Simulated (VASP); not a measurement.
# TaN in VASP: a series of runs

Runs on TaN. Level: PBE. Tasks: single point.

Everything below comes from runs of VASP 6.6.1. Logs are shortened: lines on timing, memory, paths and dates and some standing lists are left out, and cuts for length are marked.

## 1. The cell of the first run

The structure is hexagonal, space group P-62m (No. 189). Conventional cell: a = 5.092 Å, b = 5.092 Å, c = 2.911 Å, α = 90.00°, β = 90.00°, γ = 120.00°. Ta (site symmetry -6) has 6 N at 2.14 Å within 2.8 Å. Within 2.7 Å of Ta (site symmetry -62m) lie 3 N at 2.00 Å. N (site symmetry m2m) has 5 Ta at 2.00 to 2.14 Å within 2.7 Å.

## 2. Single point, PBE (equal xx and yy strain of -2 %)

Contents of INCAR:

```
SYSTEM = TaN
PREC     = Accurate       ! precision mode
ENCUT    = 520            ! plane-wave cutoff, eV
EDIFF    = 1E-6           ! SCF threshold, eV
ISMEAR   = -1             ! smearing method
SIGMA    = 0.01           ! smearing width, eV
LREAL    = .False.        ! projectors in reciprocal space
LASPH    = .True.         ! aspherical terms in the spheres
NELM     = 80             ! most SCF steps
ALGO     = Normal         ! electronic algorithm
ISIF     = 2              ! what is computed and relaxed
LWAVE    = .False.        ! write WAVECAR
LCHARG   = .False.        ! write CHGCAR
GGA      = PE             ! functional
NBANDS   = 33             ! bands
```

Contents of KPOINTS:

```
Automatic mesh
0
Gamma
  6 6 9
  0 0 0
```

Contents of POSCAR:

```
TaN
1.0
    5.0920808496      0.0000000000      0.0000000000
   -2.5460404247      4.4098713738      0.0000000000
    0.0000000000      0.0000000000      2.9110000000
Ta N
3 3
Direct
    0.3333333333      0.6666666667      0.5000000000
    0.6666666667      0.3333333333      0.5000000000
    0.0000000000      0.0000000000      0.0000000000
    0.3928500000      0.0000000000      0.0000000000
    0.6071500000      0.6071500000      0.0000000000
    0.0000000000      0.3928500000      0.0000000000
```

Potentials or basis: VASP PAW PBE potentials, release 64 (Ta_pv, N).

Started as:

```console
> cat potpaw_PBE.64/Ta_pv/POTCAR potpaw_PBE.64/N/POTCAR > POTCAR
> mpirun -np 1 vasp_std > vasp.out
```

OUTCAR:

```text
SYSTEM = TaN
   PREC = Accurate
   ENCUT = 520
   EDIFF = 1E-6
   ISMEAR = -1
   LREAL = .False.
   LASPH = .True.
   NELM = 80
   ISIF = 2
   GGA = PE

 ion  position               nearest neighbor table
   1  0.333  0.667  0.500-   4 2.14   4 2.14   6 2.14   6 2.14   5 2.14   5 2.14   2 2.94   2 2.94
                             2 2.94   3 3.28   3 3.28   3 3.28   3 3.28   3 3.28   3 3.28
   2  0.667  0.333  0.500-   6 2.14   6 2.14   4 2.14   4 2.14   5 2.14   5 2.14   1 2.94   1 2.94
                             1 2.94   3 3.28   3 3.28   3 3.28   3 3.28   3 3.28   3 3.28
   3  0.000  0.000  0.000-   6 2.00   5 2.00   4 2.00   2 3.28   1 3.28   1 3.28   2 3.28   1 3.28
                             1 3.28   2 3.28   2 3.28   2 3.28   2 3.28   1 3.28   1 3.28
   4  0.393  0.000  0.000-   3 2.00   1 2.14   1 2.14   2 2.14   2 2.14
   5  0.607  0.607  0.000-   3 2.00   2 2.14   2 2.14   1 2.14   1 2.14
   6  0.000  0.393  0.000-   3 2.00   2 2.14   2 2.14   1 2.14   1 2.14

  LATTYP: Found a hexagonal cell.
 ALAT       =     5.0920808496
 C/A-ratio  =     0.5716719915

  Lattice vectors:

 A1 = (   5.0920808496,   0.0000000000,   0.0000000000)
 A2 = (  -2.5460404247,   4.4098713738,   0.0000000000)
 A3 = (   0.0000000000,   0.0000000000,   2.9110000000)

Analysis of symmetry for initial positions (statically):
=====================================================================
 Subroutine PRICEL returns:
 Original cell was already a primitive cell.

 Routine SETGRP: Setting up the symmetry group for a
 hexagonal supercell.

 Subroutine GETGRP returns: Found 12 space group operations
 (whereof 12 operations were pure point group operations)
 out of a pool of 24 trial point group operations.

The static configuration has the point symmetry D_3h.

Analysis of symmetry for dynamics (positions and initial velocities):
=====================================================================
 Subroutine PRICEL returns:
 Original cell was already a primitive cell.

 Routine SETGRP: Setting up the symmetry group for a
 hexagonal supercell.

 Subroutine GETGRP returns: Found 12 space group operations
 (whereof 12 operations were pure point group operations)
 out of a pool of 24 trial point group operations.

The dynamic configuration has the point symmetry D_3h.

 Subroutine INISYM returns: Found 12 space group operations
 (whereof 12 operations are pure point group operations),
 and found     1 'primitive' translations

----------------------------------------------------------------------------------------

                                     Primitive cell

  volume of cell :      65.3677

  direct lattice vectors                    reciprocal lattice vectors
     5.092080850  0.000000000  0.000000000     0.196383370  0.113381992  0.000000000
    -2.546040425  4.409871374  0.000000000     0.000000000  0.226763984  0.000000000
     0.000000000  0.000000000  2.911000000     0.000000000  0.000000000  0.343524562

  length of vectors
     5.092080850  5.092080849  2.911000000     0.226763984  0.226763984  0.343524562

  position of ions in fractional coordinates (direct lattice)
     0.333333333  0.666666667  0.500000000
     0.666666667  0.333333333  0.500000000
     0.000000000  0.000000000  0.000000000
     0.392850000  0.000000000  0.000000000
     0.607150000  0.607150000  0.000000000
     0.000000000  0.392850000  0.000000000

  ion indices of the primitive-cell ions
   primitive index   ion index
                 1           1
                 2           2
                 3           3
                 4           4
                 5           5
                 6           6

----------------------------------------------------------------------------------------

 KPOINTS: Automatic mesh

Automatic generation of k-mesh.
 Grid dimensions read from file:
 generate k-points for:    6    6    9

 Generating k-lattice:

  Cartesian coordinates                     Fractional coordinates (reciprocal lattice)
[... 48 lines left out ...]
  Thomas-Fermi vector in A             =   2.591419
   LORBIT       =      0    0 simple, 1 ext, 2 COOP (PROOUT), +10 PAW based schemes
   GGA     = PE    functional components
   LHFCALC =     F    Hartree Fock is set to
   AEXX    =    0.0000 exact exchange contribution
   IVDW    =     0    specifies the selected vdW correction
   LEPSILON=     F    determine dielectric tensor
   LRPA    =     F    only Hartree local field effects (RPA)
 non-spin polarized calculation
  energy-cutoff  :      520.00
  volume of cell :       65.37
 maximum number of plane-waves:      1793
 NGX is ok and might be reduce to    40
   NGX = 19   NGY = 19   NGZ = 11

 number of electron      48.0000000 magnetization

 Free energy of the ion-electron system (eV)
  ---------------------------------------------------
  ext. energy  EPLUGINS =         0.00000000
  ---------------------------------------------------
  free energy    TOTEN  =       -67.22017508 eV

  energy without entropy =      -67.21998289  energy(sigma->0) =      -67.22007898

 E-fermi :   8.7905     XC(G=0): -13.2270

 val. band max:        8.6047964958   @ k =   0.1667   0.0000   0.3333
 cond. band min:       8.7997977788   @ k =   0.0000   0.0000   0.3333
 fundamental gap:      0.1950012830
 Fermi energy:         8.7904606025

 k-point     1 :       0.0000    0.0000    0.0000
  band No.  band energies     occupation
      1     -27.4667      2.00000
      2     -27.4667      2.00000
      3     -27.0647      2.00000
      4     -27.0647      2.00000
      5     -26.9039      2.00000
      6     -26.7682      2.00000
[... 25 lines left out ...]
     32      12.0958      0.00000
     33      12.0958      0.00000

 k-point     2 :       0.1667    0.0000    0.0000
  band No.  band energies     occupation
      1     -27.4964      2.00000
      2     -27.4605      2.00000
      3     -27.0312      2.00000
      4     -27.0236      2.00000
      5     -26.8952      2.00000
      6     -26.7760      2.00000
[... 25 lines left out ...]
     32      12.3169      0.00000
     33      12.3460      0.00000
[... 754 lines left out ...]
     32      12.5280      0.00000
     33      13.7810      0.00000

 k-point    24 :       0.3333   -0.0000    0.3333
  band No.  band energies     occupation
      1     -27.5580      2.00000
      2     -27.4144      2.00000
      3     -27.3895      2.00000
      4     -27.2805      2.00000
      5     -26.9679      2.00000
      6     -26.8560      2.00000
[... 25 lines left out ...]
     32      12.7287      0.00000
     33      14.1941      0.00000

 [... further k-points ...]

------------------------ aborting loop because EDIFF is reached ----------------------------------------

  FORCE on cell =-STRESS in cart. coord.  units (eV):
  Direction    XX          YY          ZZ          XY          YZ          ZX
  --------------------------------------------------------------------------------------
  -------------------------------------------------------------------------------------
  Total        9.7010647      9.7010647      5.5236168      0.0000000      0.0000000     -0.0000000
  in kB      237.7752050    237.7752050    135.3850501      0.0000000      0.0000000     -0.0000000
  external PRESSURE =     203.6451534 kB  Pullay stress =       0.0000000 kB

 VOLUME and BASIS-vectors are now :
 -----------------------------------------------------------------------------
  energy-cutoff  :      520.00
  volume of cell :       65.37
      direct lattice vectors                 reciprocal lattice vectors
     5.092080850  0.000000000  0.000000000     0.196383370  0.113381992  0.000000000
    -2.546040425  4.409871374  0.000000000     0.000000000  0.226763984  0.000000000
     0.000000000  0.000000000  2.911000000     0.000000000  0.000000000  0.343524562

 POSITION                                       TOTAL-FORCE (eV/Angst)
 -----------------------------------------------------------------------------------
     -0.00000      2.93991      1.45550        -0.000000     -0.000000      0.000000
      2.54604      1.46996      1.45550        -0.000000     -0.000000      0.000000
      0.00000      0.00000      0.00000        -0.000000     -0.000000      0.000000
      2.00042      0.00000      0.00000         0.393664     -0.000000      0.000000
      1.54583      2.67745      0.00000        -0.196832     -0.340923     -0.000000
     -1.00021      1.73242      0.00000        -0.196832      0.340923     -0.000000
 -----------------------------------------------------------------------------------
    total drift:                               -0.000001     -0.000001      0.000000

  FREE ENERGIE OF THE ION-ELECTRON SYSTEM (eV)
  ---------------------------------------------------
  free  energy   TOTEN  =       -67.2201750766 eV

  energy  without entropy=      -67.2199828933  energy(sigma->0) =      -67.22007898
```

It took 28 s on 1 thread of Intel Xeon 6975P-C (Granite Rapids), shared host; peak memory 0.22 GiB.

What came out:

```yaml
Free_energy: -67.2202 eV
Pressure: 20.4 GPa
Largest_force: 0.394 eV/Å
Band_gap_on_the_k_mesh: zero (band 24 reaches 10.31 eV, above the bottom of band 25 at 7.54 eV)
```

Forces in eV/Å, atoms in the order of the input:
```
Ta   0.000  0.000  0.000
Ta   0.000  0.000  0.000
Ta   0.000  0.000  0.000
N    0.394  0.000  0.000
N   -0.197 -0.341  0.000
N   -0.197  0.341  0.000
```

Caveat: the cell differs from its parent crystal (equal xx and yy strain of -2 %); spin-orbit coupling is left out, which moves the levels of the heavy elements.

## 3. Single point, PBE (equal xy, yz and zx shear strains of -1 %)

Contents of INCAR:

```
SYSTEM = TaN
  PREC = Accurate
  ENCUT = 520
  EDIFF = 1E-7
  ISMEAR = -1
  SIGMA = 0.01
  LREAL = .FALSE.
  LASPH = .TRUE.
  NELM = 100
  ALGO = Normal
  ISIF = 2
  LWAVE = .FALSE.
  LCHARG = .FALSE.
  GGA = PE
  NBANDS = 33
```

Contents of KPOINTS:

```
regular mesh
0
G
  6 6 9
  0 0 0
```

POSCAR: that of step 2 with these lines changed.

```diff
@@ -2,5 +2,5 @@
 1.0
-    5.0920808496      0.0000000000      0.0000000000
-   -2.5460404247      4.4098713738      0.0000000000
-    0.0000000000      0.0000000000      2.9110000000
+    5.1960008669     -0.0259800043     -0.0259800043
+   -2.6204997771      4.5128587510     -0.0095093416
+   -0.0145550000     -0.0145550000      2.9110000000
 Ta N
```

Potentials or basis: VASP PAW PBE potentials, release 64 (Ta_pv, N).

Started as:

```console
> cat potpaw_PBE.64/Ta_pv/POTCAR potpaw_PBE.64/N/POTCAR > POTCAR
> mpirun -np 1 vasp_std > vasp.out
```

Wall time 7.8 min (1 thread of Intel Xeon Platinum 8259CL at 2.50GHz (Skylake/Cascade Lake), shared host); peak memory 0.39 GiB.

It converged, with:

| Property | Result |
| --- | --- |
| Free energy | -67.4524 eV |
| Pressure | 5.8 GPa |
| Largest force | 0.154 eV/Å |
| Band gap on the k mesh | zero (band 24 reaches 10.06 eV, above the bottom of band 25 at 7.01 eV) |

Forces in eV/Å, atoms in the order of the input:
```
Ta   0.063  0.056  0.008
Ta  -0.062  0.055  0.002
Ta   0.002  0.138  0.000
N    0.049 -0.065 -0.046
N   -0.042 -0.137  0.056
N   -0.011 -0.047 -0.020
```

Stress tensor (GPa, compression positive):
```
5.99 1.98 1.99
1.98 5.99 1.98
1.99 1.98 5.32
```

Levels at points of the mesh, in eV from the Fermi level:
```tsv
k point	band 21	band 22	band 23	band 24	band 25	band 26	band 27	band 28
(0.00, 0.00, 0.00)	-4.24	-3.31	-1.88	-0.89	-0.89	0.61	0.63	1.86
(0.50, 0.00, 0.00)	-3.92	-3.83	-2.76	-2.63	1.24	1.84	1.93	2.43
(0.00, 0.50, 0.00)	-3.87	-3.85	-2.81	-2.60	1.22	1.82	1.95	2.41
(0.50, 0.50, 0.00)	-3.86	-3.82	-2.86	-2.57	1.21	1.81	1.98	2.40
```

Caveat: the cell differs from its parent crystal (equal xy, yz and zx shear strains of -1 %); spin-orbit coupling is left out, which moves the levels of the heavy elements.

## 4. Single point, PBE (equal xx and yy strain of -1 %)

Contents of INCAR:

```
SYSTEM = TaN
ALGO = Normal ; EDIFF = 1E-6
ENCUT = 520 ; GGA = PE
ISIF = 2 ; ISMEAR = -1
LASPH = .TRUE. ; LCHARG = .TRUE.
LELF = .TRUE. ; LREAL = .FALSE.
LVHAR = .TRUE. ; LWAVE = .FALSE.
NBANDS = 33 ; NELM = 80
PREC = Accurate ; SIGMA = 0.01
```

Contents of KPOINTS:

```
k-points
0
G
  6 6 9
  0 0 0
```

POSCAR: that of step 3 with these lines changed.

```diff
@@ -2,5 +2,5 @@
 1.0
-    5.1960008669     -0.0259800043     -0.0259800043
-   -2.6204997771      4.5128587510     -0.0095093416
-   -0.0145550000     -0.0145550000      2.9110000000
+    5.1440408582      0.0000000000      0.0000000000
+   -2.5720204291      4.4548700613      0.0000000000
+    0.0000000000      0.0000000000      2.9110000000
 Ta N
```

Started as:

```console
> cat potpaw_PBE.64/Ta_pv/POTCAR potpaw_PBE.64/N/POTCAR > POTCAR
> mpirun -np 1 vasp_std > vasp.out
```

Wall time 66 s (1 thread of Intel Xeon Platinum 8488C (Sapphire Rapids), shared host); peak memory 0.21 GiB.

Results (log left out):

```
Free energy            : -67.3802 eV
Pressure               : 12.6 GPa
Largest force          : 0.215 eV/Å
Band gap on the k mesh : zero (band 24 reaches 10.19 eV, above the bottom of band 25 at 7.27 eV)
```

Forces in eV/Å, atoms in the order of the input:
```
Ta   0.000  0.000  0.000
Ta   0.000  0.000  0.000
Ta   0.000  0.000  0.000
N    0.215  0.000  0.000
N   -0.107 -0.186  0.000
N   -0.107  0.186  0.000
```

Stress tensor (GPa, compression positive):
```
14.30  0.00  0.00
 0.00 14.30  0.00
 0.00  0.00  9.34
```

Levels at points of the mesh, in eV from the Fermi level:
```
           k point  band 20  band 21  band 22  band 23  band 24  band 25  band 26  band 27  band 28  band 29
(0.00, 0.00, 0.00)    -5.06    -4.35    -3.43    -1.85    -0.91    -0.91     0.52     0.52     1.94     1.94
(0.50, 0.00, 0.00)    -4.74    -3.94    -3.88    -2.84    -2.66     1.20     1.83     2.00     2.41     2.45
```

Caveat: the cell differs from its parent crystal (equal xx and yy strain of -1 %); spin-orbit coupling is left out, which moves the levels of the heavy elements.

## 5. Single point, PBE (equal xx and yy strain of +2 %)

Contents of INCAR:

```
SYSTEM = TaN
ALGO = Normal ; EDIFF = 1E-7
ENCUT = 520 ; GGA = PE
ISIF = 2 ; ISMEAR = -1
LASPH = .TRUE. ; LCHARG = .FALSE.
LREAL = .FALSE. ; LWAVE = .FALSE.
NBANDS = 33 ; NELM = 80
PREC = Accurate ; SIGMA = 0.01
```

KPOINTS is that of step 4.

POSCAR: that of step 4 with these lines changed.

```diff
@@ -2,4 +2,4 @@
 1.0
-    5.1440408582      0.0000000000      0.0000000000
-   -2.5720204291      4.4548700613      0.0000000000
+    5.2999208842      0.0000000000      0.0000000000
+   -2.6499604421      4.5898661238      0.0000000000
     0.0000000000      0.0000000000      2.9110000000
```

Started as:

```console
> cat potpaw_PBE.64/Ta_pv/POTCAR potpaw_PBE.64/N/POTCAR > POTCAR
> mpirun -np 1 vasp_std > vasp.out
```

Run time: 75 s. Hardware: 1 thread of Intel Xeon Platinum 8488C (Sapphire Rapids), shared host; peak memory 0.21 GiB.

It converged, with:

```
Free energy            : -67.4412 eV
Pressure               : -6.3 GPa
Largest force          : 0.204 eV/Å
Band gap on the k mesh : zero (band 24 reaches 9.61 eV, above the bottom of band 25 at 6.61 eV)
```

Forces in eV/Å, atoms in the order of the input:
```
Ta   0.000  0.000  0.000
Ta   0.000  0.000  0.000
Ta   0.000  0.000  0.000
N   -0.204  0.000  0.000
N    0.102  0.177  0.000
N    0.102 -0.177  0.000
```

Stress tensor (GPa, compression positive):
```
-8.62  0.00  0.00
 0.00 -8.62  0.00
 0.00  0.00 -1.77
```

Levels at points of the mesh, in eV from the Fermi level:
| k point | band 21 | band 22 | band 23 | band 24 | band 25 | band 26 | band 27 | band 28 |
| --- | --- | --- | --- | --- | --- | --- | --- | --- |
| (0.00, 0.00, 0.00) | -4.05 | -3.11 | -1.98 | -0.88 | -0.88 | 0.79 | 0.79 | 1.49 |
| (0.50, 0.00, 0.00) | -3.87 | -3.71 | -2.77 | -2.52 | 1.26 | 1.83 | 1.83 | 2.32 |

Caveat: the cell differs from its parent crystal (equal xx and yy strain of +2 %); spin-orbit coupling is left out, which moves the levels of the heavy elements.

## 6. Single point, PBE (zz strain of -3 %)

Contents of INCAR:

```
PREC = Accurate
ENCUT = 520
EDIFF = 1E-7
ISMEAR = -1
SIGMA = 0.01
LREAL = F
LASPH = T
NELM = 80
ALGO = Normal
ISIF = 2
LWAVE = F
LCHARG = F
GGA = PE
NBANDS = 33
```

Contents of KPOINTS:

```
Automatic mesh
0
Gamma
  6 6 9
```

POSCAR: that of step 5 with these lines changed.

```diff
@@ -2,5 +2,5 @@
 1.0
-    5.2999208842      0.0000000000      0.0000000000
-   -2.6499604421      4.5898661238      0.0000000000
-    0.0000000000      0.0000000000      2.9110000000
+    5.1960008669      0.0000000000      0.0000000000
+   -2.5980004334      4.4998687488      0.0000000000
+    0.0000000000      0.0000000000      2.8236700000
 Ta N
```

Potentials or basis: VASP PAW PBE potentials, release 64 (Ta_pv, N).

Started as:

```console
> cat potpaw_PBE.64/Ta_pv/POTCAR potpaw_PBE.64/N/POTCAR > POTCAR
> mpirun -np 1 vasp_std > vasp.out
```

Wall time 32 s (1 thread of Intel Xeon 6975P-C (Granite Rapids), shared host); peak memory 0.22 GiB.

The run converged. Its results:

- Free energy: -67.2622 eV
- Pressure: 17.3 GPa
- Largest force: 0.027 eV/Å
- Band gap on the k mesh: zero (band 24 reaches 10.50 eV, above the bottom of band 25 at 7.22 eV)

Forces on the atoms (eV/Å):
```
Ta   0.000  0.000  0.000
Ta   0.000  0.000  0.000
Ta   0.000  0.000  0.000
N   -0.027  0.000  0.000
N    0.014  0.024  0.000
N    0.014 -0.024  0.000
```

Stress tensor (GPa, compression positive):
```
12.08  0.00  0.00
 0.00 12.08  0.00
 0.00  0.00 27.67
```

Levels at points of the mesh, in eV from the Fermi level:
| k point | band 20 | band 21 | band 22 | band 23 | band 24 | band 25 | band 26 | band 27 | band 28 | band 29 |
| --- | --- | --- | --- | --- | --- | --- | --- | --- | --- | --- |
| (0.00, 0.00, 0.00) | -5.23 | -4.30 | -3.15 | -2.18 | -1.00 | -1.00 | 0.95 | 0.95 | 1.50 | 2.23 |
| (0.50, 0.00, 0.00) | -4.44 | -4.18 | -3.98 | -2.99 | -2.77 | 1.49 | 1.99 | 2.08 | 2.55 | 2.76 |

Caveat: the cell differs from its parent crystal (zz strain of -3 %); spin-orbit coupling is left out, which moves the levels of the heavy elements.

## 7. The runs side by side

| cell | gap on the mesh (eV) | pressure (GPa) | largest force (eV/Å) |
| --- | --- | --- | --- |
| a = 5.092, b = 5.092, c = 2.911 Å, angles 90.0, 90.0, 120.0°, 6 atoms | none | 20.4 | 0.39 |
| a = 5.196, b = 5.219, c = 2.911 Å, angles 90.2, 90.6, 120.4°, 6 atoms | none | 5.8 | 0.15 |
| a = 5.144, b = 5.144, c = 2.911 Å, angles 90.0, 90.0, 120.0°, 6 atoms | none | 12.6 | 0.21 |
| a = 5.300, b = 5.300, c = 2.911 Å, angles 90.0, 90.0, 120.0°, 6 atoms | none | -6.3 | 0.20 |
| a = 5.196, b = 5.196, c = 2.824 Å, angles 90.0, 90.0, 120.0°, 6 atoms | none | 17.3 | 0.03 |

Alike in all rows: task single point; level PBE; potentials or basis VASP PAW PBE potentials, release 64 (Ta_pv, N); no spin polarisation; k mesh 6 × 6 × 9; cutoff (eV) 520; smearing fermi-dirac 0.01 eV.

Caveats: spin-orbit coupling is left out, which moves the levels of the heavy elements.

Total energies depend on the potentials used, so only differences within one code and one set of settings carry meaning.
